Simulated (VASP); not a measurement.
# YN (Fm-3m) in VASP: elastic constants with r2SCAN

Aim: the elastic constants of YN with r2SCAN.

Everything below comes from runs of VASP 6.6.1. Logs are shortened: lines on timing, memory, paths and dates and some standing lists are left out, and cuts for length are marked.

## Step 1: The cell of the first run

Symmetry: Fm-3m, No. 225, cubic system. The conventional cell has a = 4.896 Å, b = 4.896 Å, c = 4.896 Å, α = 90.00°, β = 90.00°, γ = 90.00°. Within 3.2 Å of Y (site symmetry m-3m) lie 6 N at 2.45 Å. N (site symmetry m-3m) has 6 Y at 2.45 Å within 3.2 Å.

## Step 2: Elastic constants, r2SCAN

Input file INCAR:

```
PREC = Accurate ; ENCUT = 660
EDIFF = 1E-8 ; ISMEAR = 0
SIGMA = 0.01 ; LREAL = False
LASPH = True ; NELM = 120
ALGO = Normal ; ISIF = 3
LWAVE = False ; LCHARG = False
METAGGA = R2SCAN ; LMIXTAU = True
NBANDS = 15 ; IBRION = 6
NFREE = 2 ; POTIM = 0.015
NSW = 1 ; GGA_COMPAT = False
```

Input file KPOINTS:

```
Automatic mesh
0
Gamma
  8 8 8
```

Input file POSCAR:

```
YN
1.0
    0.0000000000      2.4480073323      2.4480073323
    2.4480073323      0.0000000000      2.4480073323
    2.4480073323      2.4480073323      0.0000000000
Y N
1 1
Direct
    0.0000000000      0.0000000000      0.0000000000
    0.5000000000      0.5000000000      0.5000000000
```

Potentials or basis: VASP PAW PBE potentials, release 64 (Y_sv, N).

Launch:

```sh
$ cat potpaw_PBE.64/Y_sv/POTCAR potpaw_PBE.64/N/POTCAR > POTCAR
$ mpirun -np 1 vasp_std > vasp.out
```

OUTCAR:

```text
PREC = Accurate
   ENCUT = 660
   EDIFF = 1E-8
   ISMEAR = 0
   LREAL = False
   LASPH = True
   NELM = 120
   ISIF = 3
   METAGGA = R2SCAN
   IBRION = 6
   NFREE = 2
   POTIM = 0.015
   NSW = 1

 ion  position               nearest neighbor table
   1  0.000  0.000  0.000-   2 2.45   2 2.45   2 2.45   2 2.45   2 2.45   2 2.45
   2  0.500  0.500  0.500-   1 2.45   1 2.45   1 2.45   1 2.45   1 2.45   1 2.45

  LATTYP: Found a face centered cubic cell.
 ALAT       =     4.8960146646

  Lattice vectors:

 A1 = (   0.0000000000,   2.4480073323,   2.4480073323)
 A2 = (   2.4480073323,   0.0000000000,   2.4480073323)
 A3 = (   2.4480073323,   2.4480073323,   0.0000000000)

Analysis of symmetry for initial positions (statically):
=====================================================================
 Subroutine PRICEL returns:
 Original cell was already a primitive cell.

 Routine SETGRP: Setting up the symmetry group for a
 face centered cubic supercell.

 Subroutine GETGRP returns: Found 48 space group operations
 (whereof 48 operations were pure point group operations)
 out of a pool of 48 trial point group operations.

The static configuration has the point symmetry O_h .

Analysis of symmetry for dynamics (positions and initial velocities):
=====================================================================
 Subroutine PRICEL returns:
 Original cell was already a primitive cell.

 Routine SETGRP: Setting up the symmetry group for a
 face centered cubic supercell.

 Subroutine GETGRP returns: Found 48 space group operations
 (whereof 48 operations were pure point group operations)
 out of a pool of 48 trial point group operations.

The dynamic configuration has the point symmetry O_h .

 Subroutine INISYM returns: Found 48 space group operations
 (whereof 48 operations are pure point group operations),
 and found     1 'primitive' translations

----------------------------------------------------------------------------------------

                                     Primitive cell

  volume of cell :      29.3405

  direct lattice vectors                    reciprocal lattice vectors
     0.000000000  2.448007332  2.448007332    -0.204247754  0.204247754  0.204247754
     2.448007332  0.000000000  2.448007332     0.204247754 -0.204247754  0.204247754
     2.448007332  2.448007332  0.000000000     0.204247754  0.204247754 -0.204247754

  length of vectors
     3.462005170  3.462005170  3.462005170     0.353767488  0.353767488  0.353767488

  position of ions in fractional coordinates (direct lattice)
     0.000000000  0.000000000  0.000000000
     0.500000000  0.500000000  0.500000000

  ion indices of the primitive-cell ions
   primitive index   ion index
                 1           1
                 2           2

----------------------------------------------------------------------------------------

 KPOINTS: Automatic mesh

Automatic generation of k-mesh.
 Grid dimensions read from file:
 generate k-points for:    8    8    8

 Generating k-lattice:

  Cartesian coordinates                     Fractional coordinates (reciprocal lattice)
    -0.025530969  0.025530969  0.025530969     0.125000000  0.000000000  0.000000000
     0.025530969 -0.025530969  0.025530969     0.000000000  0.125000000  0.000000000
     0.025530969  0.025530969 -0.025530969     0.000000000  0.000000000  0.125000000

  Length of vectors
     0.044220936  0.044220936  0.044220936
[... 111 lines left out ...]
  -------------------------------------------------------------------------------------
  Total        0.0124587      0.0124587      0.0124587     -0.0000000      0.0000000      0.0000000
  in kB        0.6803247      0.6803247      0.6803247     -0.0000000      0.0000000      0.0000000
  external PRESSURE =       0.6803247 kB  Pullay stress =       0.0000000 kB
[... 89 lines left out ...]
  FREE ENERGIE OF THE ION-ELECTRON SYSTEM (eV)
  ---------------------------------------------------
  free  energy   TOTEN  =       -33.4338668152 eV

  energy  without entropy=      -33.4338668152  energy(sigma->0) =      -33.43386682

[... ionic steps 4 to 14 ...]

--------------------------------------- Ionic step       15  -------------------------------------------

 number of electron      16.0000001 magnetization

------------------------ aborting loop because EDIFF is reached ----------------------------------------
[... 67 lines left out ...]
--------------------------------------- Ionic step       17  -------------------------------------------

 number of electron      16.0000001 magnetization

 Free energy of the ion-electron system (eV)
  ---------------------------------------------------
  ext. energy  EPLUGINS =         0.00000000
  ---------------------------------------------------
  free energy    TOTEN  =       -33.44124284 eV

  energy without entropy =      -33.44124284  energy(sigma->0) =      -33.44124284

 E-fermi :   4.0617     XC(G=0): -11.8562

 val. band max:        3.9944702940   @ k =   0.0000   0.0000   0.0000
 cond. band min:       4.5909066932   @ k =   0.0000   0.5000   0.5000
 fundamental gap:      0.5964363992
 Fermi energy:         4.0616701922

 k-point     1 :       0.0000    0.0000    0.0000
  band No.  band energies     occupation
      1     -38.1947      2.00000
      2     -17.1821      2.00000
      3     -17.1820      2.00000
      4     -17.1820      2.00000
      5      -9.6529      2.00000
      6       3.9943      2.00000
      7       3.9943      2.00000
      8       3.9945      2.00000
      9       7.5682      0.00000
     10       7.5703      0.00000
     11       7.5703      0.00000
     12       8.8314      0.00000
     13       9.5794      0.00000
     14       9.5823      0.00000
[... 401 lines left out ...]
      2     -18.1233      2.00000
      3     -17.5181      2.00000
      4     -17.3526      2.00000
      5      -8.3559      2.00000
      6       0.8206      2.00000
      7       2.1011      2.00000
      8       2.1239      2.00000
      9       8.9864      0.00000
     10       9.3160      0.00000
     11      11.3724      0.00000
     12      12.6176      0.00000
     13      14.1795      0.00000
     14      15.5341      0.00000
     15      17.5274      0.00000

 [... further k-points ...]

------------------------ aborting loop because EDIFF is reached ----------------------------------------

  FORCE on cell =-STRESS in cart. coord.  units (eV):
  Direction    XX          YY          ZZ          XY          YZ          ZX
  --------------------------------------------------------------------------------------
  -------------------------------------------------------------------------------------
  Total        0.0192576      0.0107983      0.0107983      0.0000000      0.0000000      0.0000000
  in kB        1.0515863      0.5896569      0.5896569      0.0000000      0.0000000      0.0000000
  external PRESSURE =       0.7436334 kB  Pullay stress =       0.0000000 kB
[... 17 lines left out ...]
  FREE ENERGIE OF THE ION-ELECTRON SYSTEM (eV)
  ---------------------------------------------------
  free  energy   TOTEN  =       -33.4412428363 eV

  energy  without entropy=      -33.4412428363  energy(sigma->0) =      -33.44124284

 INTERNAL STRAIN TENSORS FROM STRAINED CELLS
 ============================================

 INTERNAL STRAIN TENSOR FOR ION    1 for displacements in x,y,z  (eV/Angst):
          X           Y           Z          XY          YZ          ZX
  --------------------------------------------------------------------------------
  x     0.00000    -0.00000     0.00000     0.00000    -0.00000    -0.00000
  y    -0.00000     0.00000     0.00000    -0.00000     0.00000    -0.00000
  z     0.00000     0.00000     0.00000     0.00000    -0.00000    -0.00000

 INTERNAL STRAIN TENSORS FROM DISPLACED ATOMS
 ============================================

 INTERNAL STRAIN TENSOR FOR ION    1 for displacements in x,y,z  (eV/Angst):
          X           Y           Z          XY          YZ          ZX
  --------------------------------------------------------------------------------
  x     0.00000     0.00000     0.00000     0.00000     0.00000     0.00000
  y     0.00000     0.00000     0.00000     0.00000     0.00000     0.00000
  z     0.00000     0.00000     0.00000     0.00000     0.00000     0.00000

 INTERNAL STRAIN TENSOR FOR ION    2 for displacements in x,y,z  (eV/Angst):
          X           Y           Z          XY          YZ          ZX
  --------------------------------------------------------------------------------
  x     0.00000     0.00000     0.00000     0.00000     0.00000     0.00000
  y     0.00000     0.00000     0.00000     0.00000     0.00000     0.00000
  z     0.00000     0.00000     0.00000     0.00000     0.00000     0.00000

 Eigenvectors and eigenvalues of the dynamical matrix
 ----------------------------------------------------

   1 f  =    5.797498 THz    36.426756 2PiTHz  193.383725 cm-1    23.976515 meV
             X         Y         Z           dx          dy          dz
      0.000000  0.000000  0.000000     0.000000    0.000000   -0.367654
      2.448007  2.448007  2.448007     0.000000   -0.000000    0.929963
[... 21 lines left out ...]
   6 f/i=    0.007496 THz     0.047100 2PiTHz    0.250046 cm-1     0.031002 meV
             X         Y         Z           dx          dy          dz
      0.000000  0.000000  0.000000    -0.730203    0.563018   -0.121015
      2.448007  2.448007  2.448007    -0.288681    0.222585   -0.047842

--------------------------------------------------------------------------------------------------------

 ELASTIC MODULI CONTR FROM IONIC RELAXATION (kBar)
 Direction    XX          YY          ZZ          XY          YZ          ZX
 --------------------------------------------------------------------------------
 XX           0.0000      0.0000      0.0000      0.0000      0.0000      0.0000
 YY           0.0000      0.0000      0.0000      0.0000      0.0000      0.0000
 ZZ           0.0000      0.0000      0.0000      0.0000      0.0000      0.0000
 XY           0.0000      0.0000      0.0000      0.0000      0.0000      0.0000
 YZ           0.0000      0.0000      0.0000      0.0000      0.0000      0.0000
 ZX           0.0000      0.0000      0.0000      0.0000      0.0000      0.0000
 --------------------------------------------------------------------------------

 TOTAL ELASTIC MODULI (kBar)
 Direction    XX          YY          ZZ          XY          YZ          ZX
 --------------------------------------------------------------------------------
 XX        3364.5669    860.3128    860.3128      0.0000     -0.0000      0.0000
 YY         860.3128   3364.5669    860.3128     -0.0000      0.0000      0.0000
 ZZ         860.3128    860.3128   3364.5669     -0.0000      0.0000      0.0000
 XY           0.0000     -0.0000     -0.0000   1315.6492      0.0000      0.0000
 YZ          -0.0000      0.0000      0.0000      0.0000   1315.6492      0.0000
 ZX           0.0000      0.0000      0.0000      0.0000      0.0000   1315.6492
 --------------------------------------------------------------------------------
```

Run time: 34 min. Hardware: 1 thread of Intel Xeon 6975P-C (Granite Rapids), shared host; peak memory 0.32 GiB.

What came out:

- Elastic constants C11, C12, C44: 336, 86, 132 GPa
- Voigt bulk modulus: 170 GPa
- Highest phonon frequency at Γ: 193 cm⁻¹

Phonon frequencies in cm⁻¹ (negative: imaginary):
| q point | frequencies |
| --- | --- |
| (0.000, 0.000, 0.000) | 0 0 0 193 193 193 |

Elastic tensor in Voigt notation (GPa, in the Cartesian axes of the cell as first typed):
```
336  86  86   0   0   0
 86 336  86   0   0   0
 86  86 336   0   0   0
  0   0   0 132   0   0
  0   0   0   0 132   0
  0   0   0   0   0 132
```

Clamped-ion elastic tensor (GPa):
```
336  86  86   0   0   0
 86 336  86   0   0   0
 86  86 336   0   0   0
  0   0   0 132   0   0
  0   0   0   0 132   0
  0   0   0   0   0 132
```

Caveat: the PAW data sets were made with another functional, which shifts forces and pressure a little.
